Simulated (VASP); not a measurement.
A run of VASP 6.6.1:

POSCAR

```
Ge
1.0
    0.0000000000      2.5730707056      2.5730707056
    2.5730707056      0.0000000000      2.5730707056
    2.5730707056      2.5730707056      0.0000000000
Ge
2
Direct
    0.5000000000      0.5000000000      0.5000000000
    0.7500000000      0.7500000000      0.7500000000
```

Contents of INCAR.step1:

```
  PREC = Accurate
  ENCUT = 550
  ISMEAR = 0
  SIGMA = 0.02
  LREAL = False
  LASPH = True
  NELM = 120
  GGA = PE
  ALGO = Normal
  EDIFF = 1E-5
  LWAVE = True
  LCHARG = False
  GGA_COMPAT = False
  IBRION = 2
  ISIF = 3
  EDIFFG = -0.005
  NELMIN = 4
  NSW = 100
```

INCAR.step2

```
  PREC = Accurate
  ENCUT = 550
  EDIFF = 1E-7
  ISMEAR = 0
  SIGMA = 0.02
  LREAL = False
  LASPH = True
  NELM = 120
  ALGO = Normal
  ISIF = 3
  LWAVE = False
  LCHARG = False
  METAGGA = R2SCAN
  LMIXTAU = True
  IBRION = 2
  NSW = 70
  EDIFFG = -0.008
  PSTRESS = 500.0
  ISTART = 1
  GGA_COMPAT = False
  NELMIN = 4
```

KPOINTS

```
regular mesh
0
Gamma
  12 12 12
```

Potentials or basis: VASP PAW PBE potentials, release 64 (Ge_d).

Command:

```console
$ cat potpaw_PBE.64/Ge_d/POTCAR > POTCAR
$ cp INCAR.step1 INCAR
$ mpirun -np 1 vasp_std > vasp.out
$ cp INCAR.step2 INCAR
$ mpirun -np 1 vasp_std > vasp.out
```

Hardware: 1 thread of Intel(R) Xeon(R) Platinum 8259CL CPU @ 2.50GHz (Skylake/Cascade Lake) (shared host).

Q: How long does it take, and how much memory?

A: Wall time 26 min on 1 thread of Intel(R) Xeon(R) Platinum 8259CL CPU @ 2.50GHz (Skylake/Cascade Lake) (shared host), peak memory 0.19 GiB. Counts: k points 72, ion steps 4.
